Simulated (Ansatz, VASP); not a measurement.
## InSb in VASP and in Ansatz

The input INCAR:

```
SYSTEM = InSb
  ALGO = Normal
  EDIFF = 1E-7
  ENCUT = 520
  GGA = PS
  ISIF = 2
  ISMEAR = 0
  LASPH = .TRUE.
  LCHARG = .FALSE.
  LREAL = .FALSE.
  LWAVE = .FALSE.
  NBANDS = 16
  NELM = 100
  PREC = Accurate
  SIGMA = 0.15
```

File KPOINTS:

```
k-points
0
G
  12 12 12
  0 0 0
```

POSCAR

```
InSb
1.0
    0.0000000000      3.2876865000      3.2391000000
    3.2876865000      0.0000000000      3.2391000000
    3.2876865000      3.2876865000      0.0000000000
In Sb
1 1
Direct
    0.0000000000      0.0000000000      0.0000000000
    0.7500000000      0.7500000000      0.7500000000
```

Input for Ansatz:

```yaml
crystal:
  lattice:
    - [0.0, 3.2876865, 3.2391]
    - [3.2876865, 0.0, 3.2391]
    - [3.2876865, 3.2876865, 0.0]
  atoms:
    - { symbol: In, position: [0.0, 0.0, 0.0] }
    - { symbol: Sb, position: [0.75, 0.75, 0.75] }
basis:
  ecutwfc: 420
kpoints:
  mp_grid: { grid: [12, 12, 12] }
hamiltonian:
  xc: pbesol
scf:
  occupations: { method: gaussian, width: 0.15 }
output:
  forces: true
  stress: true
  eigenvalues: true
```

Change from the starting cell: strain +0.015 along x and y, +0.000 along z, atoms carried along.

Alike in both runs: task single point; functional PBEsol; k mesh 12 × 12 × 12; occupations gaussian, width 0.15 eV; no spin polarisation.

```csv
,VASP,Ansatz
version,VASP 6.6.1,Ansatz 0.2.0
potentials or method,"VASP PAW PBE potentials, release 64 (In_d, Sb), cutoff 520 eV","scalar-relativistic, plane waves, PAW"
valence electrons in the cell,18,28
```

|  | VASP | Ansatz | Ansatz less VASP |
| --- | --- | --- | --- |
| pressure (GPa) | -0.4 | -0.5 | -0.01 |
| traceless stress, the component that is largest in VASP (GPa) | 0.27 | 0.27 | 0.000 |

VASP's potentials were made for PBE, not for PBEsol. With one functional, cell and mesh, what is left measures potentials, basis and numerics. VASP's potentials hold 18 valence electrons a cell and Ansatz's 28, so a difference there can come from the potentials and not from the codes.

Neither program's run includes spin-orbit coupling.
